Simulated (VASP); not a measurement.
# HfPb3I3 (Pm-3m) in VASP: notebook, part 2 of 2

VASP 6.6.1.

**3. Single point, PBE**

Input file INCAR:

```
SYSTEM = HfPb3I3
PREC = Accurate
ENCUT = 520
EDIFF = 1E-7
ISMEAR = 0
SIGMA = 0.1
LREAL = .False.
LASPH = .True.
NELM = 100
ALGO = Fast
ISIF = 2
LWAVE = .False.
LCHARG = .False.
GGA = PE
NBANDS = 46
```

Input file KPOINTS:

```
regular mesh
0
Gamma
  6 6 6
  0 0 0
```

Input file POSCAR:

```
HfPb3I3
1.0
    6.4676064777      0.0000000000      0.0000000000
    0.0000000000      6.4676064777      0.0000000000
    0.0000000000      0.0000000000      6.4676064777
Hf Pb I
1 3 3
Direct
    0.0000000000      0.0000000000      0.0000000000
    0.0000000000      0.5000000000      0.5000000000
    0.5000000000      0.0000000000      0.5000000000
    0.5000000000      0.5000000000      0.0000000000
    0.5000000000      0.0000000000      0.0000000000
    0.0000000000      0.5000000000      0.0000000000
    0.0000000000      0.0000000000      0.5000000000
```

Potentials or basis: VASP PAW PBE potentials, release 64 (Hf_pv, Pb_d, I).

Started as:

```bash
$ cat potpaw_PBE.64/Hf_pv/POTCAR potpaw_PBE.64/Pb_d/POTCAR potpaw_PBE.64/I/POTCAR > POTCAR
$ mpirun -np 1 vasp_std > vasp.out
```

OUTCAR:

```text
SYSTEM = HfPb3I3
   PREC = Accurate
   ENCUT = 520
   EDIFF = 1E-7
   ISMEAR = 0
   LREAL = .False.
   LASPH = .True.
   NELM = 100
   ISIF = 2
   GGA = PE

 ion  position               nearest neighbor table
   1  0.000  0.000  0.000-   5 3.23   6 3.23   7 3.23   7 3.23   6 3.23   5 3.23
   2  0.000  0.500  0.500-   6 3.23   7 3.23   6 3.23   7 3.23
   3  0.500  0.000  0.500-   5 3.23   7 3.23   5 3.23   7 3.23
   4  0.500  0.500  0.000-   5 3.23   6 3.23   5 3.23   6 3.23
   5  0.500  0.000  0.000-   1 3.23   3 3.23   4 3.23   3 3.23   4 3.23   1 3.23
   6  0.000  0.500  0.000-   1 3.23   2 3.23   4 3.23   2 3.23   1 3.23   4 3.23
   7  0.000  0.000  0.500-   1 3.23   2 3.23   3 3.23   1 3.23   2 3.23   3 3.23

  LATTYP: Found a simple cubic cell.
 ALAT       =     6.4676064777

  Lattice vectors:

 A1 = (   6.4676064777,   0.0000000000,   0.0000000000)
 A2 = (   0.0000000000,   6.4676064777,   0.0000000000)
 A3 = (   0.0000000000,   0.0000000000,   6.4676064777)

Analysis of symmetry for initial positions (statically):
=====================================================================
 Subroutine PRICEL returns:
 Original cell was already a primitive cell.

 Routine SETGRP: Setting up the symmetry group for a
 simple cubic supercell.

 Subroutine GETGRP returns: Found 48 space group operations
 (whereof 48 operations were pure point group operations)
 out of a pool of 48 trial point group operations.

The static configuration has the point symmetry O_h .

Analysis of symmetry for dynamics (positions and initial velocities):
=====================================================================
 Subroutine PRICEL returns:
 Original cell was already a primitive cell.

 Routine SETGRP: Setting up the symmetry group for a
 simple cubic supercell.

 Subroutine GETGRP returns: Found 48 space group operations
 (whereof 48 operations were pure point group operations)
 out of a pool of 48 trial point group operations.

The dynamic configuration has the point symmetry O_h .

[... 126 lines left out ...]
  Thomas-Fermi vector in A             =   2.193175
   LORBIT       =      0    0 simple, 1 ext, 2 COOP (PROOUT), +10 PAW based schemes
   GGA     = PE    functional components
   LHFCALC =     F    Hartree Fock is set to
   AEXX    =    0.0000 exact exchange contribution
   IVDW    =     0    specifies the selected vdW correction
   LEPSILON=     F    determine dielectric tensor
   LRPA    =     F    only Hartree local field effects (RPA)
 non-spin polarized calculation
 RMM-DIIS sequential band-by-band and
 Gauss-broadening in eV      SIGMA  =   0.10
  energy-cutoff  :      520.00
  volume of cell :      270.54
 maximum number of plane-waves:      7320
   NGX = 25   NGY = 25   NGZ = 25

 number of electron      73.0000039 magnetization

 Free energy of the ion-electron system (eV)
  ---------------------------------------------------
  ext. energy  EPLUGINS =         0.00000000
  ---------------------------------------------------
  free energy    TOTEN  =       -20.99750458 eV

  energy without entropy =      -20.94527038  energy(sigma->0) =      -20.97138748

 E-fermi :   5.3051     XC(G=0):  -8.7346

 val. band max:        5.2845039089   @ k =   0.3333   0.3333   0.1667
 cond. band min:       5.3081364368   @ k =   0.5000   0.5000   0.1667
 fundamental gap:      0.0236325279
 Fermi energy:         5.3051326259

 k-point     1 :       0.0000    0.0000    0.0000
  band No.  band energies     occupation
      1     -27.2546      2.00000
      2     -27.2546      2.00000
      3     -27.2546      2.00000
      4     -12.5985      2.00000
      5     -12.5985      2.00000
      6     -12.5171      2.00000
[... 969 lines left out ...]
     45       6.5781      0.00000
     46       7.8527      0.00000

------------------------ aborting loop because EDIFF is reached ----------------------------------------

  FORCE on cell =-STRESS in cart. coord.  units (eV):
  Direction    XX          YY          ZZ          XY          YZ          ZX
  --------------------------------------------------------------------------------------
  -------------------------------------------------------------------------------------
  Total       -0.1378839     -0.1378839     -0.1378839      0.0000000     -0.0000000      0.0000000
  in kB       -0.8165698     -0.8165698     -0.8165698      0.0000000     -0.0000000      0.0000000
  external PRESSURE =      -0.8165698 kB  Pullay stress =       0.0000000 kB

 VOLUME and BASIS-vectors are now :
 -----------------------------------------------------------------------------
  energy-cutoff  :      520.00
  volume of cell :      270.54
      direct lattice vectors                 reciprocal lattice vectors
     6.467606478  0.000000000  0.000000000     0.154616705  0.000000000  0.000000000
     0.000000000  6.467606478  0.000000000     0.000000000  0.154616705  0.000000000
     0.000000000  0.000000000  6.467606478     0.000000000  0.000000000  0.154616705

 POSITION                                       TOTAL-FORCE (eV/Angst)
 -----------------------------------------------------------------------------------
      0.00000      0.00000      0.00000         0.000000      0.000000      0.000000
      0.00000      3.23380      3.23380         0.000000      0.000000      0.000000
      3.23380      0.00000      3.23380         0.000000      0.000000      0.000000
      3.23380      3.23380      0.00000         0.000000      0.000000      0.000000
      3.23380      0.00000      0.00000         0.000000      0.000000      0.000000
      0.00000      3.23380      0.00000         0.000000      0.000000      0.000000
      0.00000      0.00000      3.23380         0.000000      0.000000      0.000000
 -----------------------------------------------------------------------------------
    total drift:                                0.000000      0.000000     -0.000000

  FREE ENERGIE OF THE ION-ELECTRON SYSTEM (eV)
  ---------------------------------------------------
  free  energy   TOTEN  =       -20.9975045758 eV

  energy  without entropy=      -20.9452703819  energy(sigma->0) =      -20.97138748
```

OSZICAR:

```text
N       E                     dE             d eps       ncg     rms          rms(c)
DAV:   1     0.733388965281E+03    0.73339E+03   -0.32254E+04  1840   0.151E+03
DAV:   2     0.705772362032E+02   -0.66281E+03   -0.64421E+03  1894   0.410E+02
DAV:   3    -0.169337867637E+02   -0.87511E+02   -0.85589E+02  2398   0.166E+02
[... 16 lines left out ...]
RMM:  20    -0.209975038492E+02   -0.47710E-06   -0.52078E-06  1577   0.238E-03    0.621E-04
RMM:  21    -0.209975041858E+02   -0.33654E-06   -0.36329E-06  1530   0.185E-03    0.248E-04
RMM:  22    -0.209975043959E+02   -0.21019E-06   -0.22056E-06  1485   0.138E-03    0.227E-04
RMM:  23    -0.209975045022E+02   -0.10622E-06   -0.10209E-06  1455   0.113E-03    0.509E-04
RMM:  24    -0.209975045758E+02   -0.73587E-07   -0.73100E-07  1248   0.837E-04
   1 F= -.20997505E+02 E0= -.20971387E+02  d E =-.522342E-01
```

stdout:

```text
POSCAR found type information on POSCAR HfPbI
 POSCAR found :  3 types and       7 ions
 scaLAPACK will be used
 LDA part: xc-table for (Slater+PW92), standard interpolation
 POSCAR, INCAR and KPOINTS ok, starting setup
 FFT: planning ... GRIDC
 FFT: planning ... GRID_SOFT
 FFT: planning ... GRID
 WAVECAR not read
 entering main loop
 num prob RMM:  19    -0.209975033721E+02   -0.11755E-05   -0.12279E-05  1615   0.312E-03    0.329E-04
 num prob RMM:  24    -0.209975045758E+02   -0.73587E-07   -0.73100E-07  1248   0.837E-04
```

Run time: 7.9 min. Hardware: 1 thread of Intel Xeon Platinum 8375C at 2.90GHz (Ice Lake), shared host; peak memory 0.48 GiB.

Results:

| Item | Value |
| --- | --- |
| Free energy | -20.9975 eV |
| Pressure | -0.1 GPa |
| Band gap on the k mesh | zero (an odd number of electrons rules out a gap without spin polarisation) |

Caveat: spin-orbit coupling is left out, which moves the levels of the heavy elements; an odd number of electrons without spin polarisation forces a metal; a magnetic or distorted state may lie lower.
